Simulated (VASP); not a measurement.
# W15S28 (a cell with a defect) in VASP: single point with PBE+D3(BJ)

Aim: the single point of W15S28 (a cell with a defect) with PBE+D3(BJ).

All numbers are computed with VASP 6.6.1; they aren't measurements. Logs are shortened: lines on timing, memory, paths and dates and some standing lists are left out, and cuts for length are marked.

### Step 1. The cell of the first run

The cell holds a defect, 43 atoms: a = 8.345 Å, b = 8.345 Å, c = 12.145 Å, α = 90.00°, β = 90.00°, γ = 120.00°.

### Step 2. Single point, PBE+D3(BJ) (with an interstitial atom, then relaxed in part)

Input file INCAR:

```
PREC = Accurate ; ENCUT = 520
EDIFF = 1E-7 ; ISMEAR = 0
SIGMA = 0.01 ; LREAL = Auto
LASPH = True ; NELM = 60
ALGO = Normal ; ISIF = 2
LWAVE = False ; LCHARG = False
GGA = PE ; IVDW = 12
NBANDS = 216
```

Input file KPOINTS:

```
regular mesh
0
Gamma
  2 2 2
```

Input file POSCAR:

```
W15S28
1.0
    7.8852229175     -2.7315213444      0.0000000000
   -6.3081783340     -5.4630426888      0.0000000000
    0.0000000000      0.0000000000    -12.1448340132
W S
15 28
Direct
    0.0953899565      0.6190300751      0.2466207165
    0.3809699249      0.4763598813      0.2466207165
    0.9522655895      0.1910824111      0.2486760540
    0.6666666667      0.3333333333      0.2483816599
    0.2388168216      0.0477344105      0.2486760540
    0.8089175889      0.7611831784      0.2486760540
    0.5236401187      0.9046100435      0.2466207165
    0.3333333333      0.6666666667      0.7436830090
    0.6130623089      0.5176020699      0.7389169275
    0.1841788655      0.2285860899      0.7488198826
    0.9045397610      0.3869376911      0.7389169275
    0.4823979301      0.0954602390      0.7389169275
    0.0444072245      0.8158211345      0.7488198826
    0.7714139101      0.9555927755      0.7488198826
    0.0000000000      0.0000000000      0.9499711370
    0.0955242768      0.6230428065      0.8730258024
    0.3769571935      0.4724814703      0.8730258024
    0.9356132080      0.2132397296      0.8875796608
    0.6666666667      0.3333333333      0.8699399254
    0.2776265215      0.0643867920      0.8875796608
    0.7867602704      0.7223734785      0.8875796608
    0.5275185297      0.9044757232      0.8730258024
    0.3333333333      0.6666666667      0.3761195777
    0.6169434055      0.5228626943      0.3777697480
    0.1910781875      0.2390251168      0.3773372646
    0.9059192888      0.3830565945      0.3777697480
    0.4771373057      0.0940807112      0.3777697480
    0.0479469293      0.8089218125      0.3773372646
    0.7609748832      0.9520530707      0.3773372646
    0.0996276735      0.6284054726      0.6150449658
    0.3715945274      0.4712222010      0.6150449658
    0.9538810924      0.1892703762      0.6167164497
    0.6666666667      0.3333333333      0.6083682160
    0.2353892838      0.0461189076      0.6167164497
    0.8107296238      0.7646107162      0.6167164497
    0.5287777990      0.9003723265      0.6150449658
    0.3333333333      0.6666666667      0.1163091840
    0.6187843197      0.5227962502      0.1179038639
    0.1845755535      0.2307544854      0.1165618637
    0.9040119305      0.3812156803      0.1179038639
    0.4772037498      0.0959880695      0.1179038639
    0.0461789319      0.8154244465      0.1165618637
    0.7692455146      0.9538210681      0.1165618637
```

Potentials or basis: VASP PAW PBE potentials, release 64 (W_sv, S).

Launch:

```sh
cat potpaw_PBE.64/W_sv/POTCAR potpaw_PBE.64/S/POTCAR > POTCAR
mpirun -np 1 vasp_std > vasp.out
```

OUTCAR:

```text
PREC = Accurate
   ENCUT = 520
   EDIFF = 1E-7
   ISMEAR = 0
   LREAL = Auto
   LASPH = True
   NELM = 60
   ISIF = 2
   GGA = PE
   IVDW = 12
 IVDW          = 12

 ion  position               nearest neighbor table
   1  0.095  0.619  0.247-  40 2.40  23 2.41  26 2.41  28 2.41  37 2.41  42 2.45   3 3.15   7 3.15
                             2 3.15   5 3.15   4 3.16   6 3.16
   2  0.381  0.476  0.247-  38 2.40  23 2.41  24 2.41  25 2.41  37 2.41  39 2.45   6 3.15   7 3.15
                             1 3.15   3 3.15   4 3.16   5 3.16
   3  0.952  0.191  0.249-  25 2.40  29 2.41  26 2.41  39 2.41  43 2.41  40 2.42   1 3.15   4 3.15
                             2 3.15   7 3.16   6 3.16   5 3.16
   4  0.667  0.333  0.248-  26 2.41  27 2.41  24 2.41  40 2.41  41 2.41  38 2.41   3 3.15   5 3.15
                             6 3.15   7 3.16   1 3.16   2 3.16
   5  0.239  0.048  0.249-  28 2.40  25 2.41  27 2.41  42 2.41  39 2.41  41 2.42   7 3.15   4 3.15
                             1 3.15   2 3.16   6 3.16   3 3.16
   6  0.809  0.761  0.249-  29 2.40  28 2.41  24 2.41  43 2.41  42 2.41  38 2.42   2 3.15   4 3.15
                             7 3.15   1 3.16   3 3.16   5 3.16
   7  0.524  0.905  0.247-  41 2.40  23 2.41  27 2.41  29 2.41  37 2.41  43 2.45   5 3.15   1 3.15
                             2 3.15   6 3.15   4 3.16   3 3.16
   8  0.333  0.667  0.744-  36 2.39  31 2.39  30 2.39  16 2.41  22 2.41  17 2.41  12 3.15  11 3.15
                             9 3.15  13 3.22  14 3.22  10 3.22
   9  0.613  0.518  0.739-  31 2.39  33 2.40  35 2.40  19 2.41  21 2.41  17 2.44  12 3.12  11 3.12
[... 34 lines left out ...]
  37  0.333  0.667  0.116-   1 2.41   7 2.41   2 2.41
  38  0.619  0.523  0.118-   2 2.40   4 2.41   6 2.42
  39  0.185  0.231  0.117-   3 2.41   5 2.41   2 2.45  15 2.68
  40  0.904  0.381  0.118-   1 2.40   4 2.41   3 2.42
  41  0.477  0.096  0.118-   7 2.40   4 2.41   5 2.42
  42  0.046  0.815  0.117-   5 2.41   6 2.41   1 2.45  15 2.68
  43  0.769  0.954  0.117-   6 2.41   3 2.41   7 2.45  15 2.68

  LATTYP: Found a hexagonal cell.
 ALAT       =     8.3449355488
 C/A-ratio  =     1.4553538421

  Lattice vectors:

 A1 = (   7.8852229175,  -2.7315213444,   0.0000000000)
 A2 = (  -6.3081783340,  -5.4630426888,   0.0000000000)
 A3 = (   0.0000000000,   0.0000000000, -12.1448340132)

Analysis of symmetry for initial positions (statically):
=====================================================================
 Subroutine PRICEL returns:
 Original cell was already a primitive cell.

 Routine SETGRP: Setting up the symmetry group for a
 hexagonal supercell.

 Subroutine GETGRP returns: Found  3 space group operations
 (whereof  3 operations were pure point group operations)
 out of a pool of 24 trial point group operations.

The static configuration has the point symmetry C_3 .

Analysis of symmetry for dynamics (positions and initial velocities):
=====================================================================
 Subroutine PRICEL returns:
 Original cell was already a primitive cell.

 Routine SETGRP: Setting up the symmetry group for a
 hexagonal supercell.

 Subroutine GETGRP returns: Found  3 space group operations
 (whereof  3 operations were pure point group operations)
 out of a pool of 24 trial point group operations.

The dynamic configuration has the point symmetry C_3 .

 Subroutine INISYM returns: Found  3 space group operations
 (whereof  3 operations are pure point group operations),
 and found     1 'primitive' translations

----------------------------------------------------------------------------------------

                                     Primitive cell

  volume of cell :     732.4335

  direct lattice vectors                    reciprocal lattice vectors
     7.885222918 -2.731521344  0.000000000     0.090585355 -0.104598958  0.000000000
    -6.308178334 -5.463042689  0.000000000    -0.045292677 -0.130748697  0.000000000
     0.000000000  0.000000000-12.144834013     0.000000000  0.000000000 -0.082339536

  length of vectors
     8.344935549  8.344935549 12.144834013     0.138371415  0.138371415  0.082339536

  position of ions in fractional coordinates (direct lattice)
     0.095389957  0.619030075  0.246620716
     0.380969925  0.476359881  0.246620716
     0.952265590  0.191082411  0.248676054
     0.666666667  0.333333333  0.248381660
     0.238816822  0.047734410  0.248676054
     0.808917589  0.761183178  0.248676054
[... 35 lines left out ...]
     0.046178932  0.815424447  0.116561864
     0.769245515  0.953821068  0.116561864

  ion indices of the primitive-cell ions
   primitive index   ion index
                 1           1
                 2           2
                 3           3
                 4           4
                 5           5
                 6           6
[... 35 lines left out ...]
                42          42
                43          43

----------------------------------------------------------------------------------------

 KPOINTS: regular mesh

Automatic generation of k-mesh.
 Grid dimensions read from file:
 generate k-points for:    2    2    2

 Generating k-lattice:

  Cartesian coordinates                     Fractional coordinates (reciprocal lattice)
     0.045292677 -0.052299479  0.000000000     0.500000000  0.000000000  0.000000000
    -0.022646339 -0.065374349  0.000000000     0.000000000  0.500000000  0.000000000
     0.000000000  0.000000000 -0.041169768     0.000000000  0.000000000  0.500000000

  Length of vectors
     0.069185707  0.069185707  0.041169768

  Shift w.r.t. Gamma in fractional coordinates (k-lattice)
     0.000000000  0.000000000  0.000000000

 Subroutine IBZKPT returns following result:
 ===========================================

 Found      4 irreducible k-points:

 Following reciprocal coordinates:
            Coordinates               Weight
  0.000000  0.000000  0.000000      1.000000
  0.500000 -0.000000  0.000000      3.000000
  0.000000  0.000000  0.500000      1.000000
  0.500000 -0.000000  0.500000      3.000000
   k-points           NKPTS =      4   k-points in BZ     NKDIM =      4   number of bands    NBANDS=    216
   number of dos      NEDOS =    301   number of ions     NIONS =     43
   total plane-waves  NPLWV = 368640
   dimension x,y,z NGX =    64 NGY =   64 NGZ =   90
   dimension x,y,z NGXF=   128 NGYF=  128 NGZF=  180
   ions per type =              15  28
   NGX,Y,Z   is equivalent  to a cutoff of  12.75, 12.75, 12.32 a.u.
   NGXF,Y,Z  is equivalent  to a cutoff of  25.50, 25.50, 24.64 a.u.
 SYSTEM =  unknown system
   PREC   = accura    normal or accurate (medium, high low for compatibility)
   ISTART =      0    job   : 0-new  1-cont  2-samecut
   ICHARG =      2    charge: 1-file 2-atom 10-const
   ISPIN  =      1    spin polarized calculation?
   LNONCOLLINEAR =      F non collinear calculations
   LSORBIT =      F    spin-orbit coupling
   LASPH  =      T    aspherical Exc in radial PAW
   ENCUT  =  520.0 eV  38.22 Ry    6.18 a.u.  15.52 15.52 22.58*2*pi/ulx,y,z
   NELM   =     60;   NELMIN=  2; NELMDL= -5     # of ELM steps
   EDIFF  = 0.1E-06   stopping-criterion for ELM
   LREAL  =      T    real-space projection
   EDIFFG = 0.1E-05   stopping-criterion for IOM
   NSW    =      0    number of steps for IOM
   IBRION =     -1    ionic relax: 0-MD 1-quasi-New 2-CG
   NFREE  =      0    steps in history (QN), initial steepest desc. (CG)
   ISIF   =      2    stress and relaxation
   ISYM   =      2    0-nonsym 1-usesym 2-fastsym
   POTIM  = 0.5000    time-step for ionic-motion
   TEBEG  =    0.0;   TEEND  =   0.0 temperature during run
   PSTRESS=    0.0 pullay stress
   NELECT =     378.0000    total number of electrons
   NUPDOWN=      -1.0000    fix difference up-down
   EMIN   =  10.00;   EMAX   =-10.00  energy-range for DOS
   EFERMI =   0.00;   METHOD = LEGACY
   ISMEAR =     0;   SIGMA  =   0.01  broadening in eV -4-tet -1-fermi 0-gaus
   EFERMI_NEDOS =   21; number of points for ismear=-14 and -15
   IALGO  =     38    algorithm
   IMIX   =      4    mixing-type and parameters
     AMIX     =   0.40;   BMIX     =  1.00
     AMIX_MAG =   1.60;   BMIX_MAG =  1.00
  volume/ion in A,a.u.               =      17.03       114.95
  Fermi-wavevector in a.u.,A,eV,Ry     =   1.313155  2.481503 23.461565  1.724376
  Thomas-Fermi vector in A             =   2.443498
   LORBIT       =      0    0 simple, 1 ext, 2 COOP (PROOUT), +10 PAW based schemes
   GGA     = PE    functional components
   LHFCALC =     F    Hartree Fock is set to
   AEXX    =    0.0000 exact exchange contribution
   IVDW    =    12    specifies the selected vdW correction
   LEPSILON=     F    determine dielectric tensor
   LRPA    =     F    only Hartree local field effects (RPA)
 non-spin polarized calculation
 Gauss-broadening in eV      SIGMA  =   0.01
  energy-cutoff  :      520.00
  volume of cell :      732.43
 maximum number of plane-waves:     19738
 NGX is ok and might be reduce to    64
   NGX = 31   NGY = 31   NGZ = 45

 number of electron     377.9999993 magnetization

 Free energy of the ion-electron system (eV)
  ---------------------------------------------------
  ext. energy  EPLUGINS =         0.00000000
  ---------------------------------------------------
  free energy    TOTEN  =      -336.37243972 eV

  energy without entropy =     -336.37243972  energy(sigma->0) =     -336.37243972

 E-fermi :   8.7001     XC(G=0): -11.2690

 val. band max:        8.5997882000   @ k =   0.5000  -0.0000   0.5000
 cond. band min:       8.7524263229   @ k =   0.5000  -0.0000   0.0000
 fundamental gap:      0.1526381229
 Fermi energy:         8.7000668967

 k-point     1 :       0.0000    0.0000    0.0000
  band No.  band energies     occupation
      1     -66.6555      2.00000
      2     -66.6443      2.00000
      3     -66.6443      2.00000
      4     -66.6354      2.00000
      5     -66.6313      2.00000
      6     -66.6313      2.00000
[... 805 lines left out ...]
    200       9.8774      0.00000
    201       9.9435      0.00000
 [bands above 201 left out]

------------------------ aborting loop because EDIFF is reached ----------------------------------------

 Edisp (eV)  -19.37815

 E6    (eV) :   -11.1783

 E8    (eV) :    -8.1998

  FORCE on cell =-STRESS in cart. coord.  units (eV):
  Direction    XX          YY          ZZ          XY          YZ          ZX
  --------------------------------------------------------------------------------------
  -------------------------------------------------------------------------------------
  Total       4.60369     4.60369     1.76350    -0.00000     0.00000     0.00000
  in kB      10.07045    10.07045     3.85760    -0.00000     0.00000     0.00000
  external pressure =        8.00 kB  Pullay stress =        0.00 kB

 VOLUME and BASIS-vectors are now :
 -----------------------------------------------------------------------------
  energy-cutoff  :      520.00
  volume of cell :      732.43
      direct lattice vectors                 reciprocal lattice vectors
     7.885222918 -2.731521344  0.000000000     0.090585355 -0.104598958  0.000000000
    -6.308178334 -5.463042689  0.000000000    -0.045292677 -0.130748697  0.000000000
     0.000000000  0.000000000-12.144834013     0.000000000  0.000000000 -0.082339536

 POSITION                                       TOTAL-FORCE (eV/Angst)
 -----------------------------------------------------------------------------------
     -3.15278     -3.64235     -2.99517         0.001887      0.004859     -0.008044
     -0.00093     -3.64300     -2.99517         0.003264     -0.004064     -0.008044
      6.30344     -3.64503     -3.02013         0.003152     -0.002918     -0.001298
      3.15409     -3.64203     -3.01655         0.000000      0.000000     -0.010131
      1.58201     -0.91311     -3.02013         0.000951      0.004188     -0.001298
      1.57682     -6.36795     -3.02013        -0.004103     -0.001271     -0.001298
[... 35 lines left out ...]
     -4.77971     -4.58084     -1.41562         0.007628      0.003811      0.010176
      0.04880     -7.31198     -1.41562        -0.007115      0.004700      0.010176
 -----------------------------------------------------------------------------------
    total drift:                               -0.000001      0.000000      0.000745

  FREE ENERGIE OF THE ION-ELECTRON SYSTEM (eV)
  ---------------------------------------------------
  free  energy   TOTEN  =      -355.7505862442 eV

  energy  without entropy=     -355.7505862442  energy(sigma->0) =     -355.75058624
```

Run time: 28 min. Hardware: 1 thread of Intel Xeon Platinum 8259CL at 2.50GHz (Skylake/Cascade Lake), shared host; peak memory 0.94 GiB.

Results:

| Quantity | Value |
| --- | --- |
| Free energy | -355.7506 eV |
| Pressure | 0.8 GPa |
| Largest force | 0.036 eV/Å |
| Band gap on the k mesh | 0.15 eV |
| Dispersion energy per atom | -0.451 eV |

Forces in eV/Å, atoms in the order of the input:
```
W    0.002  0.005 -0.008
W    0.003 -0.004 -0.008
W    0.003 -0.003 -0.001
W    0.000  0.000 -0.010
W    0.001  0.004 -0.001
W   -0.004 -0.001 -0.001
W   -0.005 -0.001 -0.008
W    0.000  0.000  0.002
W   -0.014  0.011  0.024
W    0.012 -0.006  0.008
W   -0.003 -0.018  0.024
W    0.017  0.007  0.024
W   -0.001  0.014  0.008
W   -0.011 -0.008  0.008
W    0.000  0.000 -0.036
S    0.005 -0.003 -0.006
S   -0.005 -0.003 -0.006
S   -0.020 -0.020 -0.013
S    0.000  0.000 -0.004
S    0.027 -0.008 -0.013
S   -0.007  0.027 -0.013
S    0.000  0.006 -0.006
S    0.000  0.000  0.001
S   -0.004 -0.002 -0.004
S   -0.001  0.000 -0.004
S    0.004 -0.003 -0.004
S    0.000  0.004 -0.004
S    0.001 -0.001 -0.004
S    0.000  0.001 -0.004
S    0.002 -0.005  0.005
S   -0.005  0.001  0.005
S   -0.004 -0.002  0.000
S    0.000  0.000 -0.003
S    0.003 -0.002  0.000
S    0.001  0.004  0.000
S    0.003  0.004  0.005
S    0.000  0.000 -0.003
S    0.003  0.001  0.007
S   -0.001 -0.009  0.010
S   -0.002  0.002  0.007
S   -0.001 -0.003  0.007
S    0.008  0.004  0.010
S   -0.007  0.005  0.010
```

Stress tensor (GPa, compression positive):
```
1.01 0.00 0.00
0.00 1.01 0.00
0.00 0.00 0.39
```

Caveat: the k points lie up to 0.43 Å⁻¹ apart; the cell differs from its parent crystal (with an interstitial atom, then relaxed in part); spin-orbit coupling is left out, which moves the levels of the heavy elements.
